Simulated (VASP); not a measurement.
# Li4Nb4O11 (a cell with a defect) in VASP: a series of runs

Runs on Li4Nb4O11 (a cell with a defect). Level: PBE. Tasks: single point.

Everything below comes from runs of VASP 6.6.1. Logs are shortened: lines on timing, memory, paths and dates and some standing lists are left out, and cuts for length are marked.

### 1 The cell of the first run

The cell holds a defect, 19 atoms: a = 5.223 Å, b = 5.499 Å, c = 7.584 Å, α = 94.07°, β = 90.00°, γ = 90.00°.

### 2 Single point, PBE (atom 18 moved 0.750 of the way to it and +0.000 Å across, host rigid)

File INCAR:

```
SYSTEM = Li4Nb4O11
  PREC = Accurate
  ENCUT = 520
  EDIFF = 1E-6
  ISMEAR = 0
  SIGMA = 0.05
  LREAL = Auto
  LASPH = .True.
  NELM = 100
  ALGO = Normal
  ISIF = 2
  LWAVE = .False.
  LCHARG = .False.
  GGA = PE
  NBANDS = 80
  NELECT = 128.0
```

File KPOINTS:

```
Automatic mesh
0
Gamma
  4 4 4
  0 0 0
```

File POSCAR:

```
Li4Nb4O11
1.0
    5.2231019317      0.0000000000      0.0000000000
    0.0000000000      3.0155593063     -4.5984613597
    0.0000000000      6.0311186126      4.5984613597
Li Nb O
4 4 11
Direct
    0.0000000000      0.5000000000      0.2500000000
    0.5000000000      0.0000000000      0.7500000000
    0.0000000000      0.5000000000      0.7500000000
    0.5000000000      0.0000000000      0.2500000000
    0.5000000000      0.5000000000      0.5000000000
    0.0000000000      0.0000000000      0.0000000000
    0.0000000000      0.0000000000      0.5000000000
    0.5000000000      0.5000000000      0.0000000000
    0.8803293659      0.0000000000      0.2500000000
    0.3803293659      0.5000000000      0.7500000000
    0.8098353170      0.6901646830      0.9401646830
    0.8098353170      0.3098353170      0.5598353170
    0.3098353170      0.8098353170      0.0598353170
    0.1196706341      0.0000000000      0.7500000000
    0.6196706341      0.5000000000      0.2500000000
    0.6901646830      0.8098353170      0.5598353170
    0.1901646830      0.3098353170      0.0598353170
    0.2799176585      1.0651646830      0.4401646830
    0.6901646830      0.1901646830      0.9401646830
```

Potentials or basis: VASP PAW PBE potentials, release 64 (Li_sv, Nb_sv, O).

Run with:

```
$ cat potpaw_PBE.64/Li_sv/POTCAR potpaw_PBE.64/Nb_sv/POTCAR potpaw_PBE.64/O/POTCAR > POTCAR
$ mpirun -np 1 vasp_std > vasp.out
```

OUTCAR:

```text
SYSTEM = Li4Nb4O11
   PREC = Accurate
   ENCUT = 520
   EDIFF = 1E-6
   ISMEAR = 0
   LREAL = Auto
   LASPH = .True.
   NELM = 100
   ISIF = 2
   GGA = PE
   NELECT = 128.0

 ion  position               nearest neighbor table
   1  0.000  0.500  0.250-  15 1.99  17 1.99
   2  0.500  0.000  0.750-  14 1.99  16 1.99  19 1.99
   3  0.000  0.500  0.750-  10 1.99  11 1.99  12 1.99
   4  0.500  0.000  0.250-  18 1.86   9 1.99  13 1.99
   5  0.500  0.500  0.500-  12 2.00  16 2.00  15 2.00  10 2.00
   6  0.000  0.000  0.000-  13 2.00  19 2.00  17 2.00  11 2.00   9 2.00  14 2.00
   7  0.000  0.000  0.500-  18 1.58  16 2.00  12 2.00   9 2.00  14 2.00
   8  0.500  0.500  0.000-  11 2.00  17 2.00  13 2.00  19 2.00  10 2.00  15 2.00
   9  0.880  0.000  0.250-   4 1.99   6 2.00   7 2.00
  10  0.380  0.500  0.750-   3 1.99   5 2.00   8 2.00
  11  0.810  0.690  0.940-   3 1.99   8 2.00   6 2.00
  12  0.810  0.310  0.560-   3 1.99   5 2.00   7 2.00
  13  0.310  0.810  0.060-   4 1.99   6 2.00   8 2.00
  14  0.120  0.000  0.750-   2 1.99   6 2.00   7 2.00
  15  0.620  0.500  0.250-   1 1.99   5 2.00   8 2.00
  16  0.690  0.810  0.560-   2 1.99   7 2.00   5 2.00
  17  0.190  0.310  0.060-   1 1.99   8 2.00   6 2.00
  18  0.280  0.065  0.440-   7 1.58   4 1.86
  19  0.690  0.190  0.940-   2 1.99   6 2.00   8 2.00

  LATTYP: Found a simple monoclinic cell.
 ALAT       =     5.4990403532
 B/A-ratio  =     0.9498206225
 C/A-ratio  =     1.3791878824
 COS(beta)  =    -0.0709408676

  Lattice vectors:

 A1 = (   0.0000000000,   3.0155593063,  -4.5984613597)
 A2 = (  -5.2231019317,   0.0000000000,   0.0000000000)
 A3 = (   0.0000000000,   6.0311186126,   4.5984613597)

Analysis of symmetry for initial positions (statically):
=====================================================================
 Subroutine PRICEL returns:
 Original cell was already a primitive cell.

 Routine SETGRP: Setting up the symmetry group for a
 simple monoclinic supercell.

 Subroutine GETGRP returns: Found  1 space group operations
 (whereof  1 operations were pure point group operations)
 out of a pool of  4 trial point group operations.

The static configuration has the point symmetry C_1 .

Analysis of symmetry for dynamics (positions and initial velocities):
=====================================================================
 Subroutine PRICEL returns:
 Original cell was already a primitive cell.

 Routine SETGRP: Setting up the symmetry group for a
 simple monoclinic supercell.

 Subroutine GETGRP returns: Found  1 space group operations
 (whereof  1 operations were pure point group operations)
[... 144 lines left out ...]
   POTIM  = 0.5000    time-step for ionic-motion
   TEBEG  =    0.0;   TEEND  =   0.0 temperature during run
   PSTRESS=    0.0 pullay stress
   NELECT =     128.0000    total number of electrons
   NUPDOWN=      -1.0000    fix difference up-down
   EMIN   =  10.00;   EMAX   =-10.00  energy-range for DOS
   EFERMI =   0.00;   METHOD = LEGACY
   ISMEAR =     0;   SIGMA  =   0.05  broadening in eV -4-tet -1-fermi 0-gaus
   EFERMI_NEDOS =   21; number of points for ismear=-14 and -15
   IALGO  =     38    algorithm
   IMIX   =      4    mixing-type and parameters
     AMIX     =   0.40;   BMIX     =  1.00
     AMIX_MAG =   1.60;   BMIX_MAG =  1.00
  volume/ion in A,a.u.               =      11.44        77.17
  Fermi-wavevector in a.u.,A,eV,Ry     =   1.372360  2.593385 25.624837  1.883372
  Thomas-Fermi vector in A             =   2.497974
   LORBIT       =      0    0 simple, 1 ext, 2 COOP (PROOUT), +10 PAW based schemes
   GGA     = PE    functional components
   LHFCALC =     F    Hartree Fock is set to
   AEXX    =    0.0000 exact exchange contribution
   IVDW    =     0    specifies the selected vdW correction
   LEPSILON=     F    determine dielectric tensor
   LRPA    =     F    only Hartree local field effects (RPA)
 non-spin polarized calculation
 Gauss-broadening in eV      SIGMA  =   0.05
  energy-cutoff  :      520.00
  volume of cell :      217.29
 maximum number of plane-waves:      5888
 NGX is ok and might be reduce to    40
   NGX = 19   NGY = 21   NGZ = 29

 number of electron     127.9999972 magnetization

 Free energy of the ion-electron system (eV)
  ---------------------------------------------------
  ext. energy  EPLUGINS =         0.00000000
  ---------------------------------------------------
  free energy    TOTEN  =      -156.85976470 eV

  energy without entropy =     -156.85976470  energy(sigma->0) =     -156.85976470

 E-fermi :   4.2329     XC(G=0): -10.2894

 val. band max:        3.9723481664   @ k =   0.2500   0.0000   0.5000
 cond. band min:       4.5252173632   @ k =   0.2500   0.2500   0.5000
 fundamental gap:      0.5528691967
 Fermi energy:         4.2328838430

 k-point     1 :       0.0000    0.0000    0.0000
  band No.  band energies     occupation
      1     -52.4466      2.00000
      2     -50.9460      2.00000
      3     -50.6690      2.00000
      4     -50.4588      2.00000
      5     -40.3528      2.00000
      6     -39.1434      2.00000
[... 1885 lines left out ...]
     75       8.3330      0.00000
     76       8.6191      0.00000

 [... further k-points ...]

 [bands above 76 left out]

------------------------ aborting loop because EDIFF is reached ----------------------------------------

  FORCE on cell =-STRESS in cart. coord.  units (eV):
  Direction    XX          YY          ZZ          XY          YZ          ZX
  --------------------------------------------------------------------------------------
  -------------------------------------------------------------------------------------
  Total       -1.4845195    -21.0779277    -18.1802936     -1.4312073      1.3159664     -6.0163292
  in kB      -10.9462743   -155.4205071   -134.0544710    -10.5531705      9.7034284    -44.3620901
  external PRESSURE =    -100.1404175 kB  Pullay stress =       0.0000000 kB

 VOLUME and BASIS-vectors are now :
 -----------------------------------------------------------------------------
  energy-cutoff  :      520.00
  volume of cell :      217.29
      direct lattice vectors                 reciprocal lattice vectors
     5.223101932  0.000000000  0.000000000     0.191457110  0.000000000  0.000000000
     0.000000000  3.015559306 -4.598461360     0.000000000  0.110537814 -0.144976029
     0.000000000  6.031118613  4.598461360     0.000000000  0.110537814  0.072488014

 POSITION                                       TOTAL-FORCE (eV/Angst)
 -----------------------------------------------------------------------------------
      0.00000      3.01556     -1.14962        -0.675587     -1.298737     -0.568802
      2.61155      4.52334      3.44885        -0.031941      0.442755      0.330815
      0.00000      6.03112      1.14962        -0.308528      0.716130      0.567800
      2.61155      1.50778      1.14962         0.525404     -0.924800     -0.473592
      2.61155      4.52334      0.00000         6.142648      2.125976      0.746348
      0.00000      0.00000      0.00000        -0.268339     -0.273050     -0.026810
[... 11 lines left out ...]
      1.46204      2.85119      1.72442        13.041030     -1.143990     -5.220932
      3.60480      6.24370      3.44885        -0.118044      0.266548     -0.335724
 -----------------------------------------------------------------------------------
    total drift:                               -0.000279      0.004046     -0.007375

  FREE ENERGIE OF THE ION-ELECTRON SYSTEM (eV)
  ---------------------------------------------------
  free  energy   TOTEN  =      -156.8597646965 eV

  energy  without entropy=     -156.8597646965  energy(sigma->0) =     -156.85976470
```

OSZICAR:

```text
N       E                     dE             d eps       ncg     rms          rms(c)
DAV:   1     0.148630085353E+04    0.14863E+04   -0.67785E+04  5760   0.168E+03
DAV:   2    -0.276970844023E+02   -0.15140E+04   -0.14432E+04  7032   0.602E+02
DAV:   3    -0.181180199086E+03   -0.15348E+03   -0.15197E+03  8488   0.176E+02
DAV:   4    -0.193505869834E+03   -0.12326E+02   -0.12287E+02 10784   0.451E+01
DAV:   5    -0.194508869386E+03   -0.10030E+01   -0.10021E+01  8992   0.904E+00    0.399E+01
DAV:   6    -0.157685918140E+03    0.36823E+02   -0.16980E+02  7864   0.572E+01    0.150E+01
DAV:   7    -0.157195742736E+03    0.49018E+00   -0.18670E+01  8768   0.189E+01    0.795E+00
DAV:   8    -0.157009281358E+03    0.18646E+00   -0.23879E+00  9392   0.760E+00    0.464E+00
DAV:   9    -0.156852895470E+03    0.15639E+00   -0.75592E-01  8384   0.460E+00    0.135E+00
DAV:  10    -0.156859606832E+03   -0.67114E-02   -0.10059E-01  8648   0.157E+00    0.731E-01
DAV:  11    -0.156858809065E+03    0.79777E-03   -0.19059E-02  8560   0.714E-01    0.200E-01
DAV:  12    -0.156859567093E+03   -0.75803E-03   -0.33977E-03  8736   0.275E-01    0.895E-02
DAV:  13    -0.156859719463E+03   -0.15237E-03   -0.71002E-04  9208   0.107E-01    0.407E-02
DAV:  14    -0.156859753243E+03   -0.33780E-04   -0.89264E-05  7960   0.525E-02    0.180E-02
DAV:  15    -0.156859762898E+03   -0.96549E-05   -0.21622E-05  7408   0.198E-02    0.877E-03
DAV:  16    -0.156859764862E+03   -0.19641E-05   -0.63257E-06  6784   0.118E-02    0.504E-03
DAV:  17    -0.156859764696E+03    0.16528E-06   -0.10789E-06  4256   0.717E-03
   1 F= -.15685976E+03 E0= -.15685976E+03  d E =-.144219E-14
```

Wall time 18 min (1 thread of Intel Xeon Platinum 8259CL at 2.50GHz (Skylake/Cascade Lake), shared host); peak memory 0.53 GiB.

Results:

```
Free energy   : -156.8598 eV
Largest force : 14.094 eV/Å
```

Forces in eV/Å, atoms in the order of the input:
```
Li   -0.676  -1.299  -0.569
Li   -0.032   0.443   0.331
Li   -0.309   0.716   0.568
Li    0.525  -0.925  -0.474
Nb    6.143   2.126   0.746
Nb   -0.268  -0.273  -0.027
Nb  -12.347   3.603   1.913
Nb    0.300  -0.199  -0.203
O    -0.231   0.406   1.022
O    -0.409  -2.808  -1.933
O    -0.337  -0.027   0.241
O    -1.422   0.254  -1.477
O     0.073  -0.075   0.451
O    -0.151  -0.848   0.033
O    -1.246   2.070   1.766
O    -2.699  -2.786   3.144
O     0.162   0.499   0.023
O    13.041  -1.144  -5.221
O    -0.118   0.267  -0.336
```

Levels at points of the mesh, in eV from the Fermi level:
| k point | band 62 | band 63 | band 64 | band 65 | band 66 | band 67 |
| --- | --- | --- | --- | --- | --- | --- |
| (0.00, 0.00, 0.00) | -0.47 | -0.45 | -0.36 | 0.40 | 0.98 | 1.39 |
| (0.50, 0.00, 0.00) | -0.84 | -0.44 | -0.34 | 0.58 | 1.43 | 1.69 |
| (0.00, 0.50, 0.00) | -0.85 | -0.44 | -0.42 | 0.98 | 1.44 | 1.58 |
| (0.50, 0.50, 0.00) | -0.94 | -0.87 | -0.86 | 0.45 | 1.25 | 1.40 |
| (0.00, 0.00, 0.50) | -0.44 | -0.41 | -0.29 | 0.37 | 0.96 | 1.85 |
| (0.50, 0.00, 0.50) | -0.64 | -0.44 | -0.34 | 0.54 | 1.68 | 1.88 |
| (0.00, 0.50, 0.50) | -0.69 | -0.43 | -0.41 | 1.05 | 1.30 | 1.89 |
| (0.50, 0.50, 0.50) | -0.96 | -0.90 | -0.81 | 0.42 | 1.30 | 1.86 |

Caveat: the cell carries a net charge on a neutralising background, which shifts energy and pressure; the cell differs from its parent crystal (atom 18 moved 0.750 of the way to it and +0.000 Å across, host rigid); the cell is charged against a uniform background, so pressure and absolute levels hang on convention; the cutoff is under 1.25 times the usual one of these potentials, so pressure, stress and relaxed cells hold a basis-set (Pulay) error.

### 3 Single point, PBE (atom 18 moved 0.125 of the way to it and +0.350 Å across, host rigid)

File INCAR:

```
SYSTEM = Li4Nb4O11
PREC = Accurate ; ENCUT = 520
EDIFF = 1E-6 ; ISMEAR = 0
SIGMA = 0.05 ; LREAL = Auto
LASPH = .TRUE. ; NELM = 60
ALGO = Normal ; ISIF = 2
LWAVE = .FALSE. ; LCHARG = .TRUE.
GGA = PE ; LELF = .TRUE.
LVHAR = .TRUE. ; NELECT = 128.0
NBANDS = 80
```

File KPOINTS:

```
regular mesh
0
G
  4 4 4
  0 0 0
```

POSCAR: that of step 2 with these lines changed.

```diff
@@ -25,3 +25,3 @@
     0.1901646830      0.3098353170      0.0598353170
-    0.2799176585      1.0651646830      0.4401646830
+    0.2704663268      0.7385556056      0.4401646830
     0.6901646830      0.1901646830      0.9401646830
```

Potentials or basis: VASP PAW PBE potentials, release 64 (Li_sv, Nb_sv, O).

Run with:

```
$ cat potpaw_PBE.64/Li_sv/POTCAR potpaw_PBE.64/Nb_sv/POTCAR potpaw_PBE.64/O/POTCAR > POTCAR
$ mpirun -np 1 vasp_std > vasp.out
```

OUTCAR:

```text
SYSTEM = Li4Nb4O11
   PREC = Accurate
   ENCUT = 520
   EDIFF = 1E-6
   ISMEAR = 0
   LREAL = Auto
   LASPH = .TRUE.
   NELM = 60
   ISIF = 2
   GGA = PE
   NELECT = 128.0

 ion  position               nearest neighbor table
   1  0.000  0.500  0.250-  15 1.99  17 1.99
   2  0.500  0.000  0.750-  14 1.99  16 1.99  19 1.99
   3  0.000  0.500  0.750-  10 1.99  11 1.99  12 1.99
   4  0.500  0.000  0.250-   9 1.99  13 1.99
   5  0.500  0.500  0.500-  18 1.86  12 2.00  16 2.00  10 2.00  15 2.00
   6  0.000  0.000  0.000-  13 2.00  19 2.00  17 2.00  11 2.00   9 2.00  14 2.00
   7  0.000  0.000  0.500-  16 2.00  12 2.00  14 2.00   9 2.00  18 2.04
   8  0.500  0.500  0.000-  11 2.00  17 2.00  13 2.00  19 2.00  10 2.00  15 2.00
   9  0.880  0.000  0.250-   4 1.99   6 2.00   7 2.00
  10  0.380  0.500  0.750-   3 1.99   5 2.00   8 2.00
  11  0.810  0.690  0.940-   3 1.99   8 2.00   6 2.00
  12  0.810  0.310  0.560-   3 1.99   5 2.00   7 2.00
  13  0.310  0.810  0.060-   4 1.99   6 2.00   8 2.00
  14  0.120  0.000  0.750-   2 1.99   6 2.00   7 2.00
  15  0.620  0.500  0.250-   1 1.99   5 2.00   8 2.00
  16  0.690  0.810  0.560-   2 1.99   7 2.00   5 2.00
[... 234 lines left out ...]
      1     -51.9519      2.00000
      2     -51.8155      2.00000
      3     -50.6180      2.00000
      4     -50.5986      2.00000
      5     -39.8893      2.00000
      6     -39.5906      2.00000
[... 1885 lines left out ...]
     75       8.3363      0.00000
     76       8.4886      0.00000

 [... further k-points ...]

 [bands above 76 left out]

------------------------ aborting loop because EDIFF is reached ----------------------------------------

  FORCE on cell =-STRESS in cart. coord.  units (eV):
  Direction    XX          YY          ZZ          XY          YZ          ZX
  --------------------------------------------------------------------------------------
  -------------------------------------------------------------------------------------
  Total      -20.0139036    -21.0524530    -23.1608375      0.2041798     -0.9264489      1.9771139
  in kB     -147.5748034   -155.2326665   -170.7790806      1.5055428     -6.8312765     14.5784748
  external PRESSURE =    -157.8621835 kB  Pullay stress =       0.0000000 kB

 VOLUME and BASIS-vectors are now :
 -----------------------------------------------------------------------------
  energy-cutoff  :      520.00
  volume of cell :      217.29
      direct lattice vectors                 reciprocal lattice vectors
     5.223101932  0.000000000  0.000000000     0.191457110  0.000000000  0.000000000
     0.000000000  3.015559306 -4.598461360     0.000000000  0.110537814 -0.144976029
     0.000000000  6.031118613  4.598461360     0.000000000  0.110537814  0.072488014

 POSITION                                       TOTAL-FORCE (eV/Angst)
 -----------------------------------------------------------------------------------
      0.00000      3.01556     -1.14962        -0.233223     -0.491082     -0.632178
      2.61155      4.52334      3.44885         0.144367      0.540926      0.561859
      0.00000      6.03112      1.14962        -0.143171      0.561546      0.351819
      2.61155      1.50778      1.14962         0.348578     -1.175861     -0.087910
      2.61155      4.52334      0.00000         2.984712      2.206261     -1.499917
      0.00000      0.00000      0.00000        -0.141073     -0.453924     -0.128247
[... 11 lines left out ...]
      1.41267      4.88184     -1.37214        -2.870113      0.327134     -1.644496
      3.60480      6.24370      3.44885         0.105134      0.094559     -0.006687
 -----------------------------------------------------------------------------------
    total drift:                               -0.001042      0.003100     -0.001960

  FREE ENERGIE OF THE ION-ELECTRON SYSTEM (eV)
  ---------------------------------------------------
  free  energy   TOTEN  =      -158.8747632658 eV

  energy  without entropy=     -158.8747632658  energy(sigma->0) =     -158.87476327
```

stdout:

```text
POSCAR found type information on POSCAR LiNbO
 POSCAR found :  3 types and      19 ions
 scaLAPACK will be used
 LDA part: xc-table for (Slater+PW92), standard interpolation
 POSCAR, INCAR and KPOINTS ok, starting setup
 FFT: planning ... GRIDC
 FFT: planning ... GRID_SOFT
 FFT: planning ... GRID
 WAVECAR not read
 entering main loop
 the old and the new charge density differ
 old charge density:   130.00000 new  128.00000
    0.367E+01
```

It took 8.7 min on 1 thread of Intel Xeon Platinum 8559C (Emerald Rapids), shared host; peak memory 0.52 GiB.

Results:

| Property | Result |
| --- | --- |
| Free energy | -158.8748 eV |
| Largest force | 4.827 eV/Å |

Forces on the atoms (eV/Å):
```
Li  -0.233 -0.491 -0.632
Li   0.144  0.541  0.562
Li  -0.143  0.562  0.352
Li   0.349 -1.176 -0.088
Nb   2.985  2.206 -1.500
Nb  -0.141 -0.454 -0.128
Nb  -3.969  0.015  2.747
Nb   0.341  0.048 -0.083
O    0.861  1.788  1.207
O   -0.178 -2.285 -0.925
O   -0.133  0.130 -0.074
O    0.949 -0.758 -0.084
O   -0.061  0.043  0.071
O    0.109 -1.670 -1.625
O   -0.351  0.781  1.858
O    2.193 -0.006 -0.336
O    0.042  0.303  0.330
O   -2.870  0.327 -1.644
O    0.105  0.095 -0.007
```

Caveat: the cell carries a net charge on a neutralising background, which shifts energy and pressure; the cell differs from its parent crystal (atom 18 moved 0.125 of the way to it and +0.350 Å across, host rigid); the cell is charged against a uniform background, so pressure and absolute levels hang on convention; the cutoff is under 1.25 times the usual one of these potentials, so pressure, stress and relaxed cells hold a basis-set (Pulay) error.

[end of part 1 of 3]
